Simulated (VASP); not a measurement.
Wanted: the native input for a VASP 6.6.1 run.

| Quantity | Value |
| --- | --- |
| Task | single point |
| Functional | LDA |
| Potentials or basis | VASP PAW LDA potentials, release 64 (Al, N) |
| Cutoff | 600 eV |
| k mesh | 10 × 10 × 10 |
| Occupations | gaussian, width 0.05 eV |
| Spin | no spin polarisation |
| Dipole correction | no |
| Further INCAR settings | ALGO = Normal; EDIFF = 1e-06; NBANDS = 11 |

The structure of AlN lies in POSCAR:

```
AlN
1.0
    0.0000000000      2.1839935596      2.1839935596
    2.1839935596      0.0000000000      2.1839935596
    2.1839935596      2.1839935596      0.0000000000
Al N
1 1
Direct
    0.0343407606     -0.0343407606     -0.1030222818
    0.7500000000      0.7500000000      0.7500000000
```

This cell differs from its parent crystal: atom 1 (Al) moved by (-0.300, -0.150) A along x and y.

These files were run (other wordings do the same):

INCAR

```
SYSTEM = AlN
PREC     = Accurate       ! precision mode
ENCUT    = 600            ! plane-wave cutoff, eV
EDIFF    = 1E-6           ! SCF threshold, eV
ISMEAR   = 0              ! smearing method
SIGMA    = 0.05           ! smearing width, eV
LREAL    = .False.        ! projectors in reciprocal space
LASPH    = .True.         ! aspherical terms in the spheres
NELM     = 120            ! most SCF steps
ALGO     = Normal         ! electronic algorithm
ISIF     = 2              ! what is computed and relaxed
LWAVE    = .False.        ! write WAVECAR
LCHARG   = .True.         ! write CHGCAR
LELF     = .True.         ! ELF
LVHAR    = .True.       
NBANDS   = 11             ! bands
GGA_COMPAT= .False.
```

KPOINTS

```
Automatic mesh
0
Gamma
  10 10 10
  0 0 0
```

Potentials or basis: VASP PAW LDA potentials, release 64 (Al, N).

Run with:

```bash
$ cat potpaw_LDA.64/Al/POTCAR potpaw_LDA.64/N/POTCAR > POTCAR
$ mpirun -np 1 vasp_std > vasp.out
```

Results of the run:

- Pressure: 11.3 GPa
- Largest force: 6.081 eV/Å
- Band gap on the k mesh: 2.42 eV (least direct gap 3.27 eV)

Caveat: the cell differs from its parent crystal (atom 1 (Al) moved by (-0.300, -0.150) A along x and y); the cell stands under pressure; forces of over 1 eV/Å act on the atoms, so gaps and moduli don't describe the material at rest.

Wall time 2.7 min on 1 thread of AMD EPYC 7R13 Processor (Zen 3) (shared host), peak memory 0.22 GiB.
